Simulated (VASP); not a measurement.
# ZrN (Fm-3m) in VASP: notebook

ZrN is run at these levels: PBEsol; tasks: electric field gradients.

Program: VASP 6.6.1. These are calculated values, not measurements. Logs are shortened: lines on timing, memory, paths and dates and some standing lists are left out, and cuts for length are marked.

**1. The cell of the first run**

It takes space group Fm-3m (No. 225, cubic). The conventional cell has a = 4.476 Å, b = 4.476 Å, c = 4.476 Å, α = 90.00°, β = 90.00°, γ = 90.00°. Zr (site symmetry m-3m) has 6 N at 2.24 Å within 3.0 Å. N (site symmetry m-3m) has 6 Zr at 2.24 Å within 3.0 Å.

**2. Electric field gradients, PBEsol (11.21 Å³/atom)**

Contents of INCAR:

```
PREC = Accurate ; ENCUT = 520
EDIFF = 1E-8 ; ISMEAR = -1
SIGMA = 0.01 ; LREAL = F
LASPH = T ; NELM = 120
ALGO = Normal ; ISIF = 2
LWAVE = F ; LCHARG = F
GGA = PS ; LEFG = T
NBANDS = 16 ; GGA_COMPAT = F
```

Contents of KPOINTS:

```
regular mesh
0
Gamma
  9 9 9
```

Contents of POSCAR:

```
ZrN
1.0
    0.0000000000      2.2379966444      2.2379966444
    2.2379966444      0.0000000000      2.2379966444
    2.2379966444      2.2379966444      0.0000000000
Zr N
1 1
Direct
    0.0000000000      0.0000000000      0.0000000000
    0.5000000000      0.5000000000      0.5000000000
```

Potentials or basis: VASP PAW PBE potentials, release 64 (Zr_sv, N).

Launch:

```bash
$ cat potpaw_PBE.64/Zr_sv/POTCAR potpaw_PBE.64/N/POTCAR > POTCAR
$ mpirun -np 1 vasp_std > vasp.out
```

OUTCAR:

```text
PREC = Accurate
   ENCUT = 520
   EDIFF = 1E-8
   ISMEAR = -1
   LREAL = F
   LASPH = T
   NELM = 120
   ISIF = 2
   GGA = PS

 ion  position               nearest neighbor table
   1  0.000  0.000  0.000-   2 2.24   2 2.24   2 2.24   2 2.24   2 2.24   2 2.24
   2  0.500  0.500  0.500-   1 2.24   1 2.24   1 2.24   1 2.24   1 2.24   1 2.24

  LATTYP: Found a face centered cubic cell.
 ALAT       =     4.4759932888

  Lattice vectors:

 A1 = (   0.0000000000,   2.2379966444,   2.2379966444)
 A2 = (   2.2379966444,   0.0000000000,   2.2379966444)
 A3 = (   2.2379966444,   2.2379966444,   0.0000000000)

Analysis of symmetry for initial positions (statically):
=====================================================================
 Subroutine PRICEL returns:
 Original cell was already a primitive cell.

 Routine SETGRP: Setting up the symmetry group for a
 face centered cubic supercell.

 Subroutine GETGRP returns: Found 48 space group operations
 (whereof 48 operations were pure point group operations)
 out of a pool of 48 trial point group operations.

The static configuration has the point symmetry O_h .

Analysis of symmetry for dynamics (positions and initial velocities):
=====================================================================
 Subroutine PRICEL returns:
 Original cell was already a primitive cell.

 Routine SETGRP: Setting up the symmetry group for a
 face centered cubic supercell.

 Subroutine GETGRP returns: Found 48 space group operations
 (whereof 48 operations were pure point group operations)
 out of a pool of 48 trial point group operations.

The dynamic configuration has the point symmetry O_h .

 Subroutine INISYM returns: Found 48 space group operations
 (whereof 48 operations are pure point group operations),
 and found     1 'primitive' translations

----------------------------------------------------------------------------------------

                                     Primitive cell

  volume of cell :      22.4186

  direct lattice vectors                    reciprocal lattice vectors
     0.000000000  2.237996644  2.237996644    -0.223414097  0.223414097  0.223414097
     2.237996644  0.000000000  2.237996644     0.223414097 -0.223414097  0.223414097
     2.237996644  2.237996644  0.000000000     0.223414097  0.223414097 -0.223414097

  length of vectors
     3.165005207  3.165005207  3.165005207     0.386964568  0.386964568  0.386964568

  position of ions in fractional coordinates (direct lattice)
     0.000000000  0.000000000  0.000000000
     0.500000000  0.500000000  0.500000000

  ion indices of the primitive-cell ions
   primitive index   ion index
                 1           1
                 2           2

----------------------------------------------------------------------------------------

 KPOINTS: regular mesh

Automatic generation of k-mesh.
 Grid dimensions read from file:
 generate k-points for:    9    9    9

 Generating k-lattice:

  Cartesian coordinates                     Fractional coordinates (reciprocal lattice)
    -0.024823789  0.024823789  0.024823789     0.111111111  0.000000000  0.000000000
     0.024823789 -0.024823789  0.024823789     0.000000000  0.111111111  0.000000000
     0.024823789  0.024823789 -0.024823789     0.000000000  0.000000000  0.111111111

  Length of vectors
     0.042996063  0.042996063  0.042996063

  Shift w.r.t. Gamma in fractional coordinates (k-lattice)
     0.000000000  0.000000000  0.000000000

 Subroutine IBZKPT returns following result:
 ===========================================

 Found     35 irreducible k-points:

 Following reciprocal coordinates:
            Coordinates               Weight
  0.000000  0.000000  0.000000      1.000000
  0.111111  0.000000  0.000000      8.000000
  0.222222  0.000000  0.000000      8.000000
  0.333333  0.000000  0.000000      8.000000
  0.444444  0.000000  0.000000      8.000000
  0.111111  0.111111  0.000000      6.000000
[... 16 lines left out ...]
 -0.333333  0.333333  0.000000     12.000000
  0.444444  0.444444  0.000000      6.000000
 [... further k-points ...]
   k-points           NKPTS =     35   k-points in BZ     NKDIM =     35   number of bands    NBANDS=     16
   number of dos      NEDOS =    301   number of ions     NIONS =      2
   total plane-waves  NPLWV =  13824
   dimension x,y,z NGX =    24 NGY =   24 NGZ =   24
   dimension x,y,z NGXF=    48 NGYF=   48 NGZF=   48
   ions per type =               1   1
   NGX,Y,Z   is equivalent  to a cutoff of  12.61, 12.61, 12.61 a.u.
   NGXF,Y,Z  is equivalent  to a cutoff of  25.21, 25.21, 25.21 a.u.
 SYSTEM =  unknown system
   PREC   = accura    normal or accurate (medium, high low for compatibility)
   ISTART =      0    job   : 0-new  1-cont  2-samecut
   ICHARG =      2    charge: 1-file 2-atom 10-const
   ISPIN  =      1    spin polarized calculation?
   LNONCOLLINEAR =      F non collinear calculations
   LSORBIT =      F    spin-orbit coupling
   LASPH  =      T    aspherical Exc in radial PAW
   ENCUT  =  520.0 eV  38.22 Ry    6.18 a.u.   5.88  5.88  5.88*2*pi/ulx,y,z
   NELM   =    120;   NELMIN=  2; NELMDL= -5     # of ELM steps
   EDIFF  = 0.1E-07   stopping-criterion for ELM
   LREAL  =      F    real-space projection
   EDIFFG = 0.1E-06   stopping-criterion for IOM
   NSW    =      0    number of steps for IOM
   IBRION =     -1    ionic relax: 0-MD 1-quasi-New 2-CG
   NFREE  =      0    steps in history (QN), initial steepest desc. (CG)
   ISIF   =      2    stress and relaxation
   ISYM   =      2    0-nonsym 1-usesym 2-fastsym
   POTIM  = 0.5000    time-step for ionic-motion
   TEBEG  =    0.0;   TEEND  =   0.0 temperature during run
   PSTRESS=    0.0 pullay stress
   NELECT =      17.0000    total number of electrons
   NUPDOWN=      -1.0000    fix difference up-down
   EMIN   =  10.00;   EMAX   =-10.00  energy-range for DOS
   EFERMI =   0.00;   METHOD = LEGACY
   ISMEAR =    -1;   SIGMA  =   0.01  broadening in eV -4-tet -1-fermi 0-gaus
   EFERMI_NEDOS =   21; number of points for ismear=-14 and -15
   IALGO  =     38    algorithm
   IMIX   =      4    mixing-type and parameters
     AMIX     =   0.40;   BMIX     =  1.00
     AMIX_MAG =   1.60;   BMIX_MAG =  1.00
  volume/ion in A,a.u.               =      11.21        75.64
  Fermi-wavevector in a.u.,A,eV,Ry     =   1.492869  2.821113 30.322732  2.228658
  Thomas-Fermi vector in A             =   2.605342
   LORBIT       =      0    0 simple, 1 ext, 2 COOP (PROOUT), +10 PAW based schemes
   GGA     = PS    functional components
   LHFCALC =     F    Hartree Fock is set to
   AEXX    =    0.0000 exact exchange contribution
   IVDW    =     0    specifies the selected vdW correction
   LEPSILON=     F    determine dielectric tensor
   LRPA    =     F    only Hartree local field effects (RPA)
 non-spin polarized calculation
  energy-cutoff  :      520.00
  volume of cell :       22.42
 maximum number of plane-waves:       620
   NGX = 11   NGY = 11   NGZ = 11

 number of electron      17.0000002 magnetization

 Free energy of the ion-electron system (eV)
  ---------------------------------------------------
  ext. energy  EPLUGINS =         0.00000000
  ---------------------------------------------------
  free energy    TOTEN  =       -21.49750604 eV

  energy without entropy =      -21.49656252  energy(sigma->0) =      -21.49703428

 E-fermi :  12.7300     XC(G=0): -13.0611

 val. band max:       12.7061307719   @ k =   0.1111   0.0000   0.0000
 cond. band min:      12.7379821646   @ k =   0.4444   0.2222   0.1111
 fundamental gap:      0.0318513927
 Fermi energy:        12.7299597993

 k-point     1 :       0.0000    0.0000    0.0000
  band No.  band energies     occupation
      1     -36.4869      2.00000
      2     -14.0502      2.00000
      3     -14.0502      2.00000
      4     -14.0502      2.00000
      5      -3.7353      2.00000
      6      10.0378      2.00000
[... 8 lines left out ...]
     15      21.9706      0.00000
     16      36.6970      0.00000
[... 419 lines left out ...]
 k-point    24 :       0.4444    0.4444    0.0000
  band No.  band energies     occupation
      1     -36.2332      2.00000
      2     -15.2265      2.00000
      3     -14.4993      2.00000
      4     -14.4993      2.00000
      5      -3.2126      2.00000
      6       8.0630      2.00000
[... 8 lines left out ...]
     15      24.1857      0.00000
     16      29.2916      0.00000

 [... further k-points ...]

------------------------ aborting loop because EDIFF is reached ----------------------------------------

  FORCE on cell =-STRESS in cart. coord.  units (eV):
  Direction    XX          YY          ZZ          XY          YZ          ZX
  --------------------------------------------------------------------------------------
  -------------------------------------------------------------------------------------
  Total        2.1916291      2.1916291      2.1916291      0.0000000      0.0000000      0.0000000
  in kB      156.6279788    156.6279788    156.6279788      0.0000000      0.0000000      0.0000000
  external PRESSURE =     156.6279788 kB  Pullay stress =       0.0000000 kB

 VOLUME and BASIS-vectors are now :
 -----------------------------------------------------------------------------
  energy-cutoff  :      520.00
  volume of cell :       22.42
      direct lattice vectors                 reciprocal lattice vectors
     0.000000000  2.237996644  2.237996644    -0.223414097  0.223414097  0.223414097
     2.237996644  0.000000000  2.237996644     0.223414097 -0.223414097  0.223414097
     2.237996644  2.237996644  0.000000000     0.223414097  0.223414097 -0.223414097

 POSITION                                       TOTAL-FORCE (eV/Angst)
 -----------------------------------------------------------------------------------
      0.00000      0.00000      0.00000         0.000000      0.000000      0.000000
      2.23800      2.23800      2.23800         0.000000      0.000000      0.000000
 -----------------------------------------------------------------------------------
    total drift:                                0.000000     -0.000000     -0.000000

  FREE ENERGIE OF THE ION-ELECTRON SYSTEM (eV)
  ---------------------------------------------------
  free  energy   TOTEN  =       -21.4975060440 eV

  energy  without entropy=      -21.4965625191  energy(sigma->0) =      -21.49703428

 Electric field gradients (V/A^2)
---------------------------------------------------------------------
 ion       V_xx      V_yy      V_zz      V_xy      V_xz      V_yz
---------------------------------------------------------------------
   1      -0.000     0.000    -0.000    -0.000    -0.000    -0.000
   2       0.000    -0.000     0.000     0.001     0.001     0.001
---------------------------------------------------------------------

 Electric field gradients after diagonalization (V/A^2)
 (convention: |V_zz| > |V_xx| > |V_yy|)
----------------------------------------------------------------------
 ion       V_xx      V_yy      V_zz     asymmetry (V_yy - V_xx)/ V_zz
----------------------------------------------------------------------
   1       0.000     0.000    -0.000       0.000
   2      -0.001    -0.001     0.002       0.000
----------------------------------------------------------------------

           NMR quadrupolar parameters

 Cq : quadrupolar parameter    Cq=e*Q*V_zz/h
 eta: asymmetry parameters     (V_yy - V_xx)/ V_zz
 Q  : nuclear electric quadrupole moment in mb (millibarn)
----------------------------------------------------------------------
 ion       Cq(MHz)       eta       Q (mb)
----------------------------------------------------------------------
   1      -0.000       0.000       1.000
   2       0.000       0.000       1.000
----------------------------------------------------------------------
```

Wall time 17 s (1 thread of Intel Xeon 8259CL, shared host); peak memory 0.14 GiB.

What came out:

```
Free energy                             : -21.4975 eV
Pressure                                : 15.7 GPa
Band gap on the k mesh                  : zero (an odd number of electrons rules out a gap without spin polarisation)
Largest electric field gradient by atom : zero within the noise of the run
```

Levels at points of the mesh, in eV from the Fermi level:
```
           k point  band 7  band 8  band 9  band 10  band 11  band 12
(0.00, 0.00, 0.00)   -2.69   -2.69   -0.41    -0.41    -0.41     1.78
```

Caveat: the cell stands under pressure; the PAW data sets were made with another functional, which shifts forces and pressure a little.

(Continued in part 2 of 3.)
